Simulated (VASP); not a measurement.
Mg: relaxation of shape and atoms at fixed volume with PBE

Mg:

```
Mg
1.0
     3.31368    0.00000    0.00000
    -1.65684    2.86974    0.00000
     0.00000    0.00000    5.30378
Mg
2
Direct
  0.33333 0.66667 0.25000
  0.66667 0.33333 0.75000
```

| Quantity | Value |
| --- | --- |
| Program | VASP 6.6.1 |
| Task | relaxation of shape and atoms at fixed volume |
| Functional | PBE |
| Potentials or basis | VASP PAW PBE potentials, release 64 (Mg) |
| Cutoff | 600 eV |
| k mesh | 15 × 15 × 8 |
| Occupations | gaussian, width 0.1 eV |
| Spin | no spin polarisation |
| Dipole correction | no |
| Further INCAR settings | ALGO = Fast; EDIFF = 1e-06; IBRION = 2; EDIFFG = -0.01; NSW = 50; ISIF = 4 |

```
Pressure after relaxing : -2.9 GPa
Band gap on the k mesh  : zero (bands 2 and 3 overlap by 2.01 eV)
```

Stress tensor (GPa, compression positive):
```
-2.90  0.00  0.00
 0.00 -2.90  0.00
 0.00  0.00 -2.98
```

Final structure:
```
CELL_PARAMETERS angstrom
3.31368 0.00000 0.00000
-1.65684 2.86974 0.00000
0.00000 0.00000 5.30378
ATOMIC_POSITIONS crystal
Mg 0.33333 0.66667 0.25000
Mg 0.66667 0.33333 0.75000
```

Levels at points of the mesh, in eV from the Fermi level:
```csv
k point,band 1,band 2,band 3,band 4,band 5
"(0.00, 0.00, 0.00)",-6.54,-1.46,-1.12,10.16,10.20
"(0.00, 0.00, 0.50)",-5.20,-5.20,4.97,4.97,11.00
```

Wall time 14 s on 1 thread of Intel(R) Xeon(R) 6975P-C (Granite Rapids) (shared host), peak memory 0.21 GiB.
